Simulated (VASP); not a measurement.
# EuO (Fm-3m) in VASP: single point with PBE+U

Aim: the single point of EuO with PBE+U.

Everything below comes from runs of VASP 6.6.1. Logs are shortened: lines on timing, memory, paths and dates and some standing lists are left out, and cuts for length are marked.

## 1. The cell of the first run

It takes space group Fm-3m (No. 225, cubic). The conventional cell has a = 5.144 Å, b = 5.144 Å, c = 5.144 Å, α = 90.00°, β = 90.00°, γ = 90.00°. Eu (site symmetry m-3m) has 6 O at 2.57 Å within 3.4 Å. O (site symmetry m-3m) has 6 Eu at 2.57 Å within 3.4 Å.

## 2. Single point, PBE+U

File INCAR:

```
PREC = Accurate ; ENCUT = 600
EDIFF = 1E-6 ; ISMEAR = 0
SIGMA = 0.05 ; LREAL = F
LASPH = T ; NELM = 200
ALGO = Normal ; ISIF = 2
LWAVE = F ; LCHARG = T
LMAXMIX = 6 ; LDAU = T
LDAUTYPE = 2 ; LDAUL = 3 -1
LDAUU = 7 0 ; LDAUJ = 0 0
LDAUPRINT = 1 ; GGA = PE
LELF = T ; LVHAR = T
NBANDS = 18 ; GGA_COMPAT = F
```

File KPOINTS:

```
regular mesh
0
Gamma
  6 6 6
```

File POSCAR:

```
EuO
1.0
    0.0000000000      2.5719519700      2.5719519700
    2.5719519700      0.0000000000      2.5719519700
    2.5719519700      2.5719519700      0.0000000000
Eu O
1 1
Direct
    0.5000000000      0.5000000000      0.5000000000
    0.0000000000      0.0000000000      0.0000000000
```

Potentials or basis: VASP PAW PBE potentials, release 64 (Eu, O).

Started as:

```bash
> cat potpaw_PBE.64/Eu/POTCAR potpaw_PBE.64/O/POTCAR > POTCAR
> mpirun -np 1 vasp_std > vasp.out
```

OUTCAR:

```text
PREC = Accurate
   ENCUT = 600
   EDIFF = 1E-6
   ISMEAR = 0
   LREAL = F
   LASPH = T
   NELM = 200
   ISIF = 2
   GGA = PE

 ion  position               nearest neighbor table
   1  0.500  0.500  0.500-   2 2.57   2 2.57   2 2.57   2 2.57   2 2.57   2 2.57
   2  0.000  0.000  0.000-   1 2.57   1 2.57   1 2.57   1 2.57   1 2.57   1 2.57

  LATTYP: Found a face centered cubic cell.
 ALAT       =     5.1439039400

  Lattice vectors:

 A1 = (   0.0000000000,   2.5719519700,   2.5719519700)
 A2 = (   2.5719519700,   0.0000000000,   2.5719519700)
 A3 = (   2.5719519700,   2.5719519700,   0.0000000000)

Analysis of symmetry for initial positions (statically):
=====================================================================
 Subroutine PRICEL returns:
 Original cell was already a primitive cell.

 Routine SETGRP: Setting up the symmetry group for a
 face centered cubic supercell.

 Subroutine GETGRP returns: Found 48 space group operations
 (whereof 48 operations were pure point group operations)
 out of a pool of 48 trial point group operations.

The static configuration has the point symmetry O_h .

Analysis of symmetry for dynamics (positions and initial velocities):
=====================================================================
 Subroutine PRICEL returns:
 Original cell was already a primitive cell.

 Routine SETGRP: Setting up the symmetry group for a
 face centered cubic supercell.

 Subroutine GETGRP returns: Found 48 space group operations
 (whereof 48 operations were pure point group operations)
 out of a pool of 48 trial point group operations.

The dynamic configuration has the point symmetry O_h .

 Subroutine INISYM returns: Found 48 space group operations
 (whereof 48 operations are pure point group operations),
 and found     1 'primitive' translations

----------------------------------------------------------------------------------------

                                     Primitive cell

  volume of cell :      34.0266

  direct lattice vectors                    reciprocal lattice vectors
     0.000000000  2.571951970  2.571951970    -0.194404875  0.194404875  0.194404875
     2.571951970  0.000000000  2.571951970     0.194404875 -0.194404875  0.194404875
     2.571951970  2.571951970  0.000000000     0.194404875  0.194404875 -0.194404875

  length of vectors
     3.637289358  3.637289358  3.637289358     0.336719120  0.336719120  0.336719120

  position of ions in fractional coordinates (direct lattice)
     0.500000000  0.500000000  0.500000000
     0.000000000  0.000000000  0.000000000

  ion indices of the primitive-cell ions
   primitive index   ion index
                 1           1
                 2           2

----------------------------------------------------------------------------------------
[... 75 lines left out ...]
   EFERMI =   0.00;   METHOD = LEGACY
   ISMEAR =     0;   SIGMA  =   0.05  broadening in eV -4-tet -1-fermi 0-gaus
   EFERMI_NEDOS =   21; number of points for ismear=-14 and -15
   IALGO  =     38    algorithm
   IMIX   =      4    mixing-type and parameters
     AMIX     =   0.40;   BMIX     =  1.00
     AMIX_MAG =   1.60;   BMIX_MAG =  1.00
  volume/ion in A,a.u.               =      17.01       114.81
  Fermi-wavevector in a.u.,A,eV,Ry     =   1.436739  2.715043 28.085409  2.064219
  Thomas-Fermi vector in A             =   2.555894
   LORBIT       =      0    0 simple, 1 ext, 2 COOP (PROOUT), +10 PAW based schemes
 LDA+U is selected, type is set to LDAUTYPE =  2
   angular momentum for each species LDAUL =     3   -1
   U (eV)           for each species LDAUU =   7.0  0.0
   J (eV)           for each species LDAUJ =   0.0  0.0
   GGA     = PE    functional components
   LHFCALC =     F    Hartree Fock is set to
   AEXX    =    0.0000 exact exchange contribution
   IVDW    =     0    specifies the selected vdW correction
   LEPSILON=     F    determine dielectric tensor
   LRPA    =     F    only Hartree local field effects (RPA)
 non-spin polarized calculation
 Gauss-broadening in eV      SIGMA  =   0.05
  energy-cutoff  :      600.00
  volume of cell :       34.03
 maximum number of plane-waves:      1158
 NGX is ok and might be reduce to    30
   NGX = 15   NGY = 15   NGZ = 15

atom =   1  type =  1  l = 3

 onsite density matrix

spin component  1

  0.3857  0.0000 -0.4682 -0.0000 -0.0000  0.0000 -0.0000
  0.0000  0.0222  0.0000 -0.0000  0.0000 -0.0000  0.0000
 -0.4682  0.0000  0.6275  0.0000  0.0000  0.0000  0.0000
 -0.0000 -0.0000  0.0000  0.0230 -0.0000  0.0000 -0.0000
 -0.0000  0.0000  0.0000 -0.0000  0.6275 -0.0000  0.4682
  0.0000 -0.0000  0.0000  0.0000 -0.0000  0.9902 -0.0000
 -0.0000  0.0000  0.0000 -0.0000  0.4682 -0.0000  0.3857

spin component  2

  0.3857  0.0000 -0.4682 -0.0000 -0.0000  0.0000 -0.0000
  0.0000  0.0222  0.0000 -0.0000  0.0000 -0.0000  0.0000
 -0.4682  0.0000  0.6275  0.0000  0.0000  0.0000  0.0000
 -0.0000 -0.0000  0.0000  0.0230 -0.0000  0.0000 -0.0000
 -0.0000  0.0000  0.0000 -0.0000  0.6275 -0.0000  0.4682
  0.0000 -0.0000  0.0000  0.0000 -0.0000  0.9902 -0.0000
 -0.0000  0.0000  0.0000 -0.0000  0.4682 -0.0000  0.3857

 occupancies and eigenvectors

  o =  0.0222  v =  0.0000 -1.0000  0.0000 -0.0000 -0.0000 -0.0000  0.0000  0.0000  0.0000  0.0000  0.0000  0.0000  0.0000  0.0000      0.0000  0.0000  0.0000  0.0000  0.0000  0.0000  0.0000  0.0000  0.0000  0.0000  0.0000  0.0000  0.0000  0.0000
  o =  0.0222  v =  0.0000  0.0000  0.0000  0.0000  0.0000  0.0000  0.0000  0.0000 -1.0000  0.0000 -0.0000 -0.0000 -0.0000  0.0000      0.0000  0.0000  0.0000  0.0000  0.0000  0.0000  0.0000  0.0000  0.0000  0.0000  0.0000  0.0000  0.0000  0.0000
  o =  0.0230  v =  0.0000  0.0000  0.0000 -1.0000 -0.0000  0.0000  0.0000  0.0000  0.0000  0.0000  0.0000  0.0000  0.0000  0.0000      0.0000  0.0000  0.0000  0.0000  0.0000  0.0000  0.0000  0.0000  0.0000  0.0000  0.0000  0.0000  0.0000  0.0000
  o =  0.0230  v =  0.0000  0.0000  0.0000  0.0000  0.0000  0.0000  0.0000  0.0000  0.0000  0.0000 -1.0000 -0.0000  0.0000  0.0000      0.0000  0.0000  0.0000  0.0000  0.0000  0.0000  0.0000  0.0000  0.0000  0.0000  0.0000  0.0000  0.0000  0.0000
  o =  0.0230  v =  0.0000  0.0000  0.0000  0.0000  0.0000  0.0000  0.0000 -0.7906  0.0000 -0.6124 -0.0000 -0.0000  0.0000 -0.0000      0.0000  0.0000  0.0000  0.0000  0.0000  0.0000  0.0000  0.0000  0.0000  0.0000  0.0000  0.0000  0.0000  0.0000
  o =  0.0230  v = -0.7906  0.0000 -0.6124 -0.0000 -0.0000  0.0000 -0.0000  0.0000  0.0000  0.0000  0.0000  0.0000  0.0000  0.0000      0.0000  0.0000  0.0000  0.0000  0.0000  0.0000  0.0000  0.0000  0.0000  0.0000  0.0000  0.0000  0.0000  0.0000
  o =  0.0230  v =  0.0000  0.0000 -0.0000  0.0000 -0.6124 -0.0000  0.7906  0.0000  0.0000  0.0000  0.0000  0.0000  0.0000  0.0000      0.0000  0.0000  0.0000  0.0000  0.0000  0.0000  0.0000  0.0000  0.0000  0.0000  0.0000  0.0000  0.0000  0.0000
  o =  0.0230  v =  0.0000  0.0000  0.0000  0.0000  0.0000  0.0000  0.0000  0.0000  0.0000 -0.0000  0.0000 -0.6124 -0.0000  0.7906      0.0000  0.0000  0.0000  0.0000  0.0000  0.0000  0.0000  0.0000  0.0000  0.0000  0.0000  0.0000  0.0000  0.0000
  o =  0.9902  v =  0.0000  0.0000  0.0000  0.0000  0.0000  0.0000  0.0000  0.0000 -0.0000 -0.0000  0.0000  0.7906 -0.0000  0.6124      0.0000  0.0000  0.0000  0.0000  0.0000  0.0000  0.0000  0.0000  0.0000  0.0000  0.0000  0.0000  0.0000  0.0000
  o =  0.9902  v =  0.0000 -0.0000 -0.0000  0.0000  0.7906 -0.0000  0.6124  0.0000  0.0000  0.0000  0.0000  0.0000  0.0000  0.0000      0.0000  0.0000  0.0000  0.0000  0.0000  0.0000  0.0000  0.0000  0.0000  0.0000  0.0000  0.0000  0.0000  0.0000
  o =  0.9902  v = -0.6124  0.0000  0.7906  0.0000  0.0000 -0.0000  0.0000  0.0000  0.0000  0.0000  0.0000  0.0000  0.0000  0.0000      0.0000  0.0000  0.0000  0.0000  0.0000  0.0000  0.0000  0.0000  0.0000  0.0000  0.0000  0.0000  0.0000  0.0000
  o =  0.9902  v =  0.0000  0.0000  0.0000  0.0000  0.0000  0.0000  0.0000 -0.6124  0.0000  0.7906  0.0000  0.0000 -0.0000  0.0000      0.0000  0.0000  0.0000  0.0000  0.0000  0.0000  0.0000  0.0000  0.0000  0.0000  0.0000  0.0000  0.0000  0.0000
  o =  0.9902  v =  0.0000  0.0000  0.0000  0.0000  0.0000  0.0000  0.0000  0.0000  0.0000  0.0000  0.0000  0.0000  1.0000  0.0000      0.0000  0.0000  0.0000  0.0000  0.0000  0.0000  0.0000  0.0000  0.0000  0.0000  0.0000  0.0000  0.0000  0.0000
  o =  0.9902  v =  0.0000  0.0000  0.0000  0.0000  0.0000  1.0000  0.0000  0.0000  0.0000  0.0000  0.0000  0.0000  0.0000  0.0000      0.0000  0.0000  0.0000  0.0000  0.0000  0.0000  0.0000  0.0000  0.0000  0.0000  0.0000  0.0000  0.0000  0.0000

 number of electron      22.9999995 magnetization

 Free energy of the ion-electron system (eV)
  ---------------------------------------------------
  ext. energy  EPLUGINS =         0.00000000
  ---------------------------------------------------
  free energy    TOTEN  =       -13.11832155 eV

  energy without entropy =      -13.11688124  energy(sigma->0) =      -13.11760140

 E-fermi :   5.5908     XC(G=0): -11.1132

 val. band max:        5.5756285689   @ k =  -0.1667   0.1667   0.0000
 cond. band min:       5.7039469747   @ k =  -0.3333   0.3333   0.0000
 fundamental gap:      0.1283184058
 Fermi energy:         5.5907820053

 k-point     1 :       0.0000    0.0000    0.0000
  band No.  band energies     occupation
      1     -37.3195      2.00000
      2     -15.6454      2.00000
      3     -15.6454      2.00000
      4     -15.6454      2.00000
      5     -14.1045      2.00000
      6      -0.5242      2.00000
[... 313 lines left out ...]
      5     -13.5943      2.00000
      6      -0.8892      2.00000
[... 10 lines left out ...]
     17       8.2364      0.00000
     18       8.6547      0.00000

------------------------ aborting loop because EDIFF is reached ----------------------------------------

  FORCE on cell =-STRESS in cart. coord.  units (eV):
  Direction    XX          YY          ZZ          XY          YZ          ZX
  --------------------------------------------------------------------------------------
  -------------------------------------------------------------------------------------
  Total       -2.9587517     -2.9587517     -2.9587517     -0.0000000      0.0000000     -0.0000000
  in kB     -139.3158545   -139.3158545   -139.3158545     -0.0000000      0.0000000     -0.0000000
  external PRESSURE =    -139.3158545 kB  Pullay stress =       0.0000000 kB

 VOLUME and BASIS-vectors are now :
 -----------------------------------------------------------------------------
  energy-cutoff  :      600.00
  volume of cell :       34.03
      direct lattice vectors                 reciprocal lattice vectors
     0.000000000  2.571951970  2.571951970    -0.194404875  0.194404875  0.194404875
     2.571951970  0.000000000  2.571951970     0.194404875 -0.194404875  0.194404875
     2.571951970  2.571951970  0.000000000     0.194404875  0.194404875 -0.194404875

 POSITION                                       TOTAL-FORCE (eV/Angst)
 -----------------------------------------------------------------------------------
      2.57195      2.57195      2.57195         0.000000      0.000000     -0.000000
      0.00000      0.00000      0.00000         0.000000     -0.000000      0.000000
 -----------------------------------------------------------------------------------
    total drift:                                0.000000     -0.000000      0.000000

  FREE ENERGIE OF THE ION-ELECTRON SYSTEM (eV)
  ---------------------------------------------------
  free  energy   TOTEN  =       -13.1183215512 eV

  energy  without entropy=      -13.1168812406  energy(sigma->0) =      -13.11760140
```

It took 2.7 min on 1 thread of Intel Xeon Platinum 8259CL at 2.50GHz (Skylake/Cascade Lake), shared host; peak memory 0.18 GiB.

Results:

* Free energy: -13.1183 eV
* Pressure: -13.9 GPa
* Band gap on the k mesh: zero (an odd number of electrons rules out a gap without spin polarisation)

Levels at points of the mesh, in eV from the Fermi level:
| k point | band 9 | band 10 | band 11 | band 12 | band 13 | band 14 | band 15 | band 16 |
| --- | --- | --- | --- | --- | --- | --- | --- | --- |
| (0.00, 0.00, 0.00) | -4.65 | -4.65 | -4.65 | -1.03 | 0.81 | 0.81 | 0.81 | 0.81 |
| (0.50, 0.00, 0.00) | -6.11 | -5.83 | -5.83 | 0.41 | 0.63 | 0.63 | 1.14 | 1.41 |
| (0.50, 0.50, 0.00) | -5.03 | -4.54 | -4.54 | -2.01 | 0.50 | 0.73 | 0.73 | 1.24 |

Eigenvalues of the final occupation matrices:
| site | spin | trace | eigenvalues |
| --- | --- | --- | --- |
| site 1 f | 1 | 3.06 | 0.02 0.02 0.02 0.02 0.99 0.99 0.99 |
| site 1 f | 2 | 3.06 | 0.02 0.02 0.02 0.02 0.99 0.99 0.99 |

Caveat: the cell stands under tension; spin-orbit coupling is left out, which moves the levels of the heavy elements; an odd number of electrons without spin polarisation forces a metal; a magnetic or distorted state may lie lower; the run has no spin polarisation, though such a crystal can be magnetic; U without spin polarisation on a metal has little footing. Spin polarisation is off, so any magnetic state and its effect on volume and gap are missing.
